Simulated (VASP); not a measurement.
Here is a VASP 6.6.1 calculation.

The input INCAR:

```
ALGO = Fast
EDIFF = 1E-6
ENCUT = 520
GGA = PE
ISIF = 2
ISMEAR = 0
ISPIN = 2
LASPH = True
LCHARG = False
LDAU = True
LDAUJ = 0
LDAUL = 2
LDAUPRINT = 1
LDAUTYPE = 2
LDAUU = 4.7
LMAXMIX = 4
LORBIT = 11
LREAL = False
LWAVE = False
MAGMOM = 5
NBANDS = 16
NELM = 150
PREC = Accurate
SIGMA = 0.1
```

KPOINTS

```
k-points
0
Gamma
  8 8 8
```

Contents of POSCAR:

```
Sc
1.0
    0.0000000000      2.3268462047      2.3268462047
    2.3268462047      0.0000000000      2.3268462047
    2.3268462047      2.3268462047      0.0000000000
Sc
1
Direct
    0.0000000000      0.0000000000      0.0000000000
```

Potentials or basis: VASP PAW PBE potentials, release 64 (Sc_sv).

The run is started by

```sh
$ cat potpaw_PBE.64/Sc_sv/POTCAR > POTCAR
$ mpirun -np 1 vasp_std > vasp.out
```

(1) Estimate the net moment.

(2) Estimate the pressure.

(3) What does it give for the site moments?

Results:

(1) 0.69 μB per cell.

(2) 7.1 GPa.

(3) Sc +0.38 μB.

Caveat: the U is typed as a test and isn't derived for this compound.
